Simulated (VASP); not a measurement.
The system is TiO2.

```
Ti O
1.0
     2.70603   -2.70666    0.00000
     2.70603    2.70666    0.00000
    -2.63353    0.00000    4.79664
Ti O
2 4
Direct
  0.13411 0.86589 0.25000
  0.86589 0.13411 0.75000
  0.33122 0.08876 0.66715
  0.66878 0.91124 0.33285
  0.91124 0.66878 0.83285
  0.08876 0.33122 0.16715
```

```yaml
Program: VASP 6.6.1
Task: relaxation of cell and atoms
Functional: LDA
Potentials_or_basis: VASP PAW LDA potentials, release 64 (Ti_sv, O)
Cutoff: 600 eV
k_mesh: 6 × 6 × 4
Occupations: gaussian, width 0.1 eV
Spin: no spin polarisation
```

At the start: pressure -12.1 GPa; volume 11.71 Å³/atom.

Q: Where does the relaxation end?

A: Over 9 steps the energy falls by 27.3 meV/atom and the volume is 11.05 Å³/atom (-5.6 %); space group C2/c (No. 15, to 0.1 Å) before, I4_1/amd (No. 141, to 0.1 Å).

The path:
```
step  energy change (eV)  largest force (eV/Å)  pressure (GPa)  volume (Å³)
   1              0.0000                0.3156          -12.12        70.26
   2              0.1539                0.8424           21.24        61.64
   3             -0.1569                0.1333           -0.32        66.50
   4             -0.1569                0.1348           -0.10        66.43
   5             -0.1605                0.1074            0.02        66.27
   6             -0.1605                0.1072            0.08        66.28
   7             -0.1616                0.0747            0.04        66.29
   8             -0.1625                0.0598           -0.01        66.32
   9             -0.1635                0.0221           -0.02        66.33
```

Final structure:
```xyz
6
Lattice="2.6498 -2.6487 -0.0027 2.6498 2.6487 -0.0027 -2.5836 0.0000 4.7278" Properties=species:S:1:pos:R:3 pbc="T T T"
Ti    2.0039    1.9679    1.1792
Ti    0.7121   -1.9679    3.5431
O    -0.6119   -0.6449    3.1494
O     3.3279    0.6449    1.5730
O     2.0361   -0.6449    3.9369
O     0.6800    0.6449    0.7855
```

Caveat: the relaxation stopped at a loose force limit of 0.05 eV/Å, so its end isn't a converged minimum.
